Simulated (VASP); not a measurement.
# C in VASP: single point with PBE+D3(BJ)

Aim: the single point of C with PBE+D3(BJ).

Everything below comes from runs of VASP 6.6.1. Logs are shortened: lines on timing, memory, paths and dates and some standing lists are left out, and cuts for length are marked.

## 1. The cell of the first run

The cell holds a slab with vacuum, 4 atoms: a = 2.466 Å, b = 2.466 Å, c = 17.500 Å, α = 90.00°, β = 90.00°, γ = 120.00°.

## 2. Single point, PBE+D3(BJ)

INCAR

```
SYSTEM = C
PREC = Accurate
ENCUT = 520
EDIFF = 1E-7
ISMEAR = 0
SIGMA = 0.1
LREAL = .False.
LASPH = .True.
NELM = 100
ALGO = Normal
ISIF = 2
LWAVE = .False.
LCHARG = .False.
LDIPOL = .True.
IDIPOL = 3
DIPOL = 0.5 0.5 0.343
GGA = PE
IVDW = 12
NBANDS = 16
```

KPOINTS

```
regular mesh
0
Gamma
  15 15 1
  0 0 0
```

POSCAR

```
C
1.0
    2.4656524409      0.0000000000      0.0000000000
   -1.2328262205      2.1353176508      0.0000000000
    0.0000000000      0.0000000000     17.5000663883
C
4
Direct
    0.6666666667      0.3333333333      0.2571437784
    0.3333333333      0.6666666667      0.2571418816
    0.6666666667      0.3333333333      0.4291450227
    0.3333333333      0.6666666667      0.4291431259
```

Potentials or basis: VASP PAW PBE potentials, release 64 (C).

The run is started by

```bash
$ cat potpaw_PBE.64/C/POTCAR > POTCAR
$ mpirun -np 1 vasp_std > vasp.out
```

OUTCAR:

```text
SYSTEM = C
   PREC = Accurate
   ENCUT = 520
   EDIFF = 1E-7
   ISMEAR = 0
   LREAL = .False.
   LASPH = .True.
   NELM = 100
   ISIF = 2
   GGA = PE
   IVDW = 12
 IVDW          = 12

 ion  position               nearest neighbor table
   1  0.667  0.333  0.257-   2 1.42   2 1.42   2 1.42
   2  0.333  0.667  0.257-   1 1.42   1 1.42   1 1.42
   3  0.667  0.333  0.429-   4 1.42   4 1.42   4 1.42
   4  0.333  0.667  0.429-   3 1.42   3 1.42   3 1.42

  LATTYP: Found a hexagonal cell.
 ALAT       =     2.4656524409
 C/A-ratio  =     7.0975398227

  Lattice vectors:

 A1 = (   2.4656524409,   0.0000000000,   0.0000000000)
 A2 = (  -1.2328262205,   2.1353176508,   0.0000000000)
 A3 = (   0.0000000000,   0.0000000000,  17.5000663883)

Analysis of symmetry for initial positions (statically):
=====================================================================
 Subroutine PRICEL returns:
 Original cell was already a primitive cell.

 Routine SETGRP: Setting up the symmetry group for a
 hexagonal supercell.

 Subroutine GETGRP returns: Found 24 space group operations
 (whereof 12 operations were pure point group operations)
 out of a pool of 24 trial point group operations.

The static configuration has the point symmetry C_6v.
 The point group associated with its full space group is D_6h.

Analysis of symmetry for dynamics (positions and initial velocities):
=====================================================================
 Subroutine PRICEL returns:
 Original cell was already a primitive cell.

 Routine SETGRP: Setting up the symmetry group for a
 hexagonal supercell.

 Subroutine GETGRP returns: Found 24 space group operations
 (whereof 12 operations were pure point group operations)
 out of a pool of 24 trial point group operations.

The dynamic configuration has the point symmetry C_6v.
 The point group associated with its full space group is D_6h.

 Subroutine INISYM returns: Found 24 space group operations
 (whereof 12 operations are pure point group operations),
 and found     1 'primitive' translations

----------------------------------------------------------------------------------------

                                     Primitive cell

  volume of cell :      92.1370

  direct lattice vectors                    reciprocal lattice vectors
     2.465652441  0.000000000  0.000000000     0.405572166  0.234157199  0.000000000
    -1.232826221  2.135317651  0.000000000     0.000000000  0.468314398  0.000000000
     0.000000000  0.000000000 17.500066388     0.000000000  0.000000000  0.057142640

  length of vectors
     2.465652441  2.465652441 17.500066388     0.468314398  0.468314398  0.057142640

  position of ions in fractional coordinates (direct lattice)
     0.666666667  0.333333333  0.257143778
     0.333333333  0.666666667  0.257141882
     0.666666667  0.333333333  0.429145023
     0.333333333  0.666666667  0.429143126

  ion indices of the primitive-cell ions
   primitive index   ion index
                 1           1
                 2           2
                 3           3
                 4           4

----------------------------------------------------------------------------------------

 KPOINTS: regular mesh

Automatic generation of k-mesh.
 Grid dimensions read from file:
 generate k-points for:   15   15    1

 Generating k-lattice:

  Cartesian coordinates                     Fractional coordinates (reciprocal lattice)
     0.027038144  0.015610480  0.000000000     0.066666667  0.000000000  0.000000000
     0.000000000  0.031220960  0.000000000     0.000000000  0.066666667  0.000000000
     0.000000000  0.000000000  0.057142640     0.000000000  0.000000000  1.000000000

  Length of vectors
     0.031220960  0.031220960  0.057142640

  Shift w.r.t. Gamma in fractional coordinates (k-lattice)
     0.000000000  0.000000000  0.000000000

 Subroutine IBZKPT returns following result:
 ===========================================

 Found     27 irreducible k-points:

 Following reciprocal coordinates:
            Coordinates               Weight
  0.000000  0.000000  0.000000      1.000000
  0.066667  0.000000  0.000000      6.000000
  0.133333 -0.000000  0.000000      6.000000
  0.200000  0.000000  0.000000      6.000000
  0.266667 -0.000000  0.000000      6.000000
  0.333333  0.000000  0.000000      6.000000
[... 16 lines left out ...]
  0.333333  0.200000  0.000000     12.000000
  0.400000  0.200000  0.000000      6.000000
 [... further k-points ...]
   k-points           NKPTS =     27   k-points in BZ     NKDIM =     27   number of bands    NBANDS=     16
   number of dos      NEDOS =    301   number of ions     NIONS =      4
   total plane-waves  NPLWV =  45360
   dimension x,y,z NGX =    18 NGY =   18 NGZ =  140
   dimension x,y,z NGXF=    36 NGYF=   36 NGZF=  280
   ions per type =               4
   NGX,Y,Z   is equivalent  to a cutoff of  12.14, 12.14, 13.30 a.u.
   NGXF,Y,Z  is equivalent  to a cutoff of  24.27, 24.27, 26.60 a.u.
 SYSTEM =  C
   PREC   = accura    normal or accurate (medium, high low for compatibility)
   ISTART =      0    job   : 0-new  1-cont  2-samecut
   ICHARG =      2    charge: 1-file 2-atom 10-const
   ISPIN  =      1    spin polarized calculation?
   LNONCOLLINEAR =      F non collinear calculations
   LSORBIT =      F    spin-orbit coupling
   LASPH  =      T    aspherical Exc in radial PAW
   ENCUT  =  520.0 eV  38.22 Ry    6.18 a.u.   4.58  4.58 32.54*2*pi/ulx,y,z
   NELM   =    100;   NELMIN=  2; NELMDL= -5     # of ELM steps
   EDIFF  = 0.1E-06   stopping-criterion for ELM
   LREAL  =      F    real-space projection
   EDIFFG = 0.1E-05   stopping-criterion for IOM
   NSW    =      0    number of steps for IOM
   IBRION =     -1    ionic relax: 0-MD 1-quasi-New 2-CG
   NFREE  =      0    steps in history (QN), initial steepest desc. (CG)
   ISIF   =      2    stress and relaxation
   ISYM   =      2    0-nonsym 1-usesym 2-fastsym
   POTIM  = 0.5000    time-step for ionic-motion
   TEBEG  =    0.0;   TEEND  =   0.0 temperature during run
   PSTRESS=    0.0 pullay stress
   NELECT =      16.0000    total number of electrons
   NUPDOWN=      -1.0000    fix difference up-down
   EMIN   =  10.00;   EMAX   =-10.00  energy-range for DOS
   EFERMI =   0.00;   METHOD = LEGACY
   ISMEAR =     0;   SIGMA  =   0.10  broadening in eV -4-tet -1-fermi 0-gaus
   EFERMI_NEDOS =   21; number of points for ismear=-14 and -15
   IALGO  =     38    algorithm
   IMIX   =      4    mixing-type and parameters
     AMIX     =   0.40;   BMIX     =  1.00
     AMIX_MAG =   1.60;   BMIX_MAG =  1.00
  volume/ion in A,a.u.               =      23.03       155.44
  Fermi-wavevector in a.u.,A,eV,Ry     =   0.913349  1.725980 11.350070  0.834207
  Thomas-Fermi vector in A             =   2.037850
   LORBIT       =      0    0 simple, 1 ext, 2 COOP (PROOUT), +10 PAW based schemes
   GGA     = PE    functional components
   LHFCALC =     F    Hartree Fock is set to
   AEXX    =    0.0000 exact exchange contribution
   IVDW    =    12    specifies the selected vdW correction
   LEPSILON=     F    determine dielectric tensor
   LRPA    =     F    only Hartree local field effects (RPA)
 non-spin polarized calculation
 Gauss-broadening in eV      SIGMA  =   0.10
  energy-cutoff  :      520.00
  volume of cell :       92.14
 maximum number of plane-waves:      2516
   NGX =  9   NGY =  9   NGZ = 65

 dipolmoment           0.000000      0.000000      0.000001 electrons x Angstroem

 number of electron      15.9999997 magnetization

 dipolmoment           0.000000      0.000000     -0.000129 electrons x Angstroem

 Free energy of the ion-electron system (eV)
  ---------------------------------------------------
  ext. energy  EPLUGINS =         0.00000000
  ---------------------------------------------------
  free energy    TOTEN  =       -36.72131308 eV

  energy without entropy =      -36.72131308  energy(sigma->0) =      -36.72131308

 E-fermi :  -0.8693     XC(G=0):  -4.3556

 val. band max:       -1.3136013786   @ k =   0.3333   0.2667   0.0000
 cond. band min:      -0.4335990841   @ k =   0.3333   0.2667   0.0000
 fundamental gap:      0.8800022946
 Fermi energy:        -0.8692808155

 k-point     1 :       0.0000    0.0000    0.0000
  band No.  band energies     occupation
      1     -20.5692      2.00000
      2     -20.2303      2.00000
      3      -9.2739      2.00000
      4      -7.6388      2.00000
      5      -3.9258      2.00000
      6      -3.9258      2.00000
[... 8 lines left out ...]
     15       7.3830      0.00000
     16       7.5113      0.00000

 k-point     2 :       0.0667    0.0000    0.0000
  band No.  band energies     occupation
      1     -20.4632      2.00000
      2     -20.1260      2.00000
      3      -9.1467      2.00000
      4      -7.5163      2.00000
      5      -4.3557      2.00000
      6      -4.2924      2.00000
[... 8 lines left out ...]
     15       7.5685      0.00000
     16       7.8354      0.00000

 k-point     3 :       0.1333   -0.0000    0.0000
  band No.  band energies     occupation
      1     -20.1457      2.00000
      2     -19.8139      2.00000
      3      -8.7671      2.00000
      4      -7.1510      2.00000
      5      -5.4967      2.00000
      6      -5.4102      2.00000
[... 8 lines left out ...]
     15       7.6072      0.00000
     16       8.8294      0.00000

 k-point     4 :       0.2000    0.0000    0.0000
  band No.  band energies     occupation
      1     -19.6192      2.00000
      2     -19.2962      2.00000
      3      -8.1418      2.00000
      4      -7.0594      2.00000
      5      -6.9452      2.00000
      6      -6.5499      2.00000
[... 8 lines left out ...]
     15       7.4936      0.00000
     16       7.7170      0.00000

 k-point     5 :       0.2667   -0.0000    0.0000
  band No.  band energies     occupation
      1     -18.8879      2.00000
      2     -18.5770      2.00000
      3      -8.8077      2.00000
      4      -8.6629      2.00000
      5      -7.2836      2.00000
      6      -6.1096      2.00000
[... 8 lines left out ...]
     15       7.2556      0.00000
     16       7.9212      0.00000

 k-point     6 :       0.3333    0.0000    0.0000
  band No.  band energies     occupation
      1     -17.9598      2.00000
      2     -17.6638      2.00000
      3     -10.5868      2.00000
      4     -10.4141      2.00000
      5      -6.6811      2.00000
      6      -6.6076      2.00000
[... 8 lines left out ...]
     15       7.6338      0.00000
     16       9.1847      0.00000
[... 267 lines left out ...]
 k-point    21 :       0.2000    0.2000    0.0000
  band No.  band energies     occupation
      1     -17.7572      2.00000
      2     -17.4647      2.00000
      3      -9.8879      2.00000
      4      -9.7281      2.00000
      5      -8.3893      2.00000
      6      -8.2705      2.00000
[... 8 lines left out ...]
     15       9.6344      0.00000
     16       9.9233      0.00000

 k-point    22 :       0.2667    0.2000    0.0000
  band No.  band energies     occupation
      1     -16.7533      2.00000
      2     -16.4766      2.00000
      3     -11.1817      2.00000
      4     -11.0003      2.00000
      5      -9.2142      2.00000
      6      -9.0838      2.00000
[... 8 lines left out ...]
     15      10.2987      0.00000
     16      10.3922      0.00000

 k-point    23 :       0.3333    0.2000    0.0000
  band No.  band energies     occupation
      1     -15.6005      2.00000
      2     -15.3408      2.00000
      3     -12.6172      2.00000
      4     -12.4139      2.00000
      5      -9.6436      2.00000
      6      -9.5076      2.00000
[... 8 lines left out ...]
     15      10.2695      0.00000
     16      11.0528      0.00000

 k-point    24 :       0.4000    0.2000    0.0000
  band No.  band energies     occupation
      1     -14.6695      2.00000
      2     -14.4170      2.00000
      3     -13.6585      2.00000
      4     -13.4462      2.00000
      5      -9.7772      2.00000
      6      -9.6396      2.00000
[... 8 lines left out ...]
     15      11.1336      0.00000
     16      11.4142      0.00000

 [... further k-points ...]

------------------------ aborting loop because EDIFF is reached ----------------------------------------

 vacuum level on the upper side and lower side of the slab       (xc-potential included)        -0.060        -0.057

 Edisp (eV)   -0.51494

 E8    (eV) :    -0.1558

  FORCE on cell =-STRESS in cart. coord.  units (eV):
  Direction    XX          YY          ZZ          XY          YZ          ZX
  --------------------------------------------------------------------------------------
  -------------------------------------------------------------------------------------
  Total      -0.09657    -0.09657     1.56977     0.00000     0.00000    -0.00000
  in kB      -1.67919    -1.67919    27.29679     0.00000     0.00000    -0.00000
  external pressure =        7.98 kB  Pullay stress =        0.00 kB

 VOLUME and BASIS-vectors are now :
 -----------------------------------------------------------------------------
  energy-cutoff  :      520.00
  volume of cell :       92.14
      direct lattice vectors                 reciprocal lattice vectors
     2.465652441  0.000000000  0.000000000     0.405572166  0.234157199  0.000000000
    -1.232826221  2.135317651  0.000000000     0.000000000  0.468314398  0.000000000
     0.000000000  0.000000000 17.500066388     0.000000000  0.000000000  0.057142640

 POSITION                                       TOTAL-FORCE (eV/Angst)
 -----------------------------------------------------------------------------------
      1.23283      0.71177      4.50003        -0.000000     -0.000000     -0.264827
     -0.00000      1.42355      4.50000         0.000000     -0.000000     -0.264827
      1.23283      0.71177      7.51007        -0.000000      0.000000      0.264827
     -0.00000      1.42355      7.51003         0.000000      0.000000      0.264827
 -----------------------------------------------------------------------------------
    total drift:                                0.000000      0.000000     -0.029627

  FREE ENERGIE OF THE ION-ELECTRON SYSTEM (eV)
  ---------------------------------------------------
  free  energy   TOTEN  =       -37.2362482363 eV

  energy  without entropy=      -37.2362482363  energy(sigma->0) =      -37.23624824

 vacuum level on the upper side and lower side of the slab         3.414         3.419
```

It took 35 s on 1 thread of Intel Xeon 6975P-C (Granite Rapids), shared host; peak memory 0.2 GiB.

What came out:

```
Free energy                : -37.2362 eV
Largest force              : 0.265 eV/Å
Band gap on the k mesh     : 0.88 eV, direct
Dispersion energy per atom : -0.129 eV
```

Forces on the atoms (eV/Å):
```
C    0.000  0.000 -0.265
C    0.000  0.000 -0.265
C    0.000  0.000  0.265
C    0.000  0.000  0.265
```
